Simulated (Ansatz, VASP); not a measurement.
TlCuI3: VASP beside Ansatz

INCAR

```
PREC = Accurate
ENCUT = 520
EDIFF = 1E-6
ISMEAR = 0
SIGMA = 0.1
LREAL = F
LASPH = T
NELM = 80
ALGO = Normal
ISIF = 2
LWAVE = F
LCHARG = F
GGA = PE
NBANDS = 30
```

The input KPOINTS:

```
Automatic mesh
0
Gamma
  8 8 8
```

POSCAR

```
TlCuI3
1.0
    5.4331556262      0.0000000000      0.0000000000
    0.0000000000      5.4331556262      0.0000000000
    0.0000000000      0.0000000000      5.4331556262
Tl Cu I
1 1 3
Direct
    0.5000000000      0.5000000000      0.5000000000
    0.0000000000      0.0000000000      0.0000000000
    0.5000000000      0.0000000000      0.0000000000
    0.0000000000      0.5000000000      0.0000000000
    0.0000000000      0.0000000000      0.5000000000
```

Input for Ansatz:

```yaml
crystal:
  lattice:
    - [5.4331556262, 0.0, 0.0]
    - [0.0, 5.4331556262, 0.0]
    - [0.0, 0.0, 5.4331556262]
  atoms:
    - { symbol: Tl, position: [0.5, 0.5, 0.5] }
    - { symbol: Cu, position: [0.0, 0.0, 0.0] }
    - { symbol: I, position: [0.5, 0.0, 0.0] }
    - { symbol: I, position: [0.0, 0.5, 0.0] }
    - { symbol: I, position: [0.0, 0.0, 0.5] }
basis:
  ecutwfc: 420
kpoints:
  mp_grid: { grid: [8, 8, 8] }
hamiltonian:
  xc: pbe
scf:
  occupations: { method: gaussian, width: 0.1 }
output:
  forces: true
  stress: true
  eigenvalues: true
```

Alike in both runs: task single point; functional PBE; k mesh 8 × 8 × 8; occupations gaussian, width 0.1 eV; no spin polarisation.

|  | VASP | Ansatz |
| --- | --- | --- |
| version | VASP 6.6.1 | Ansatz 0.2.0 |
| potentials or method | VASP PAW PBE potentials, release 64 (Tl_d, Cu, I), cutoff 520 eV | scalar-relativistic, plane waves, PAW |
| valence electrons in the cell | 45 | 83 |

```csv
,VASP,Ansatz,Ansatz less VASP
gap on the k mesh at the Fermi level (eV),none,none,-
pressure (GPa),1.8,1.9,+0.01
```

A gap of «none» marks a metal or a gap that the smearing closes. The functional is the same, so the differences come from potentials, cutoffs and numerics. VASP's potentials hold 45 valence electrons a cell and Ansatz's 83, so a difference there can come from the potentials and not from the codes.

Spin-orbit coupling is off throughout.
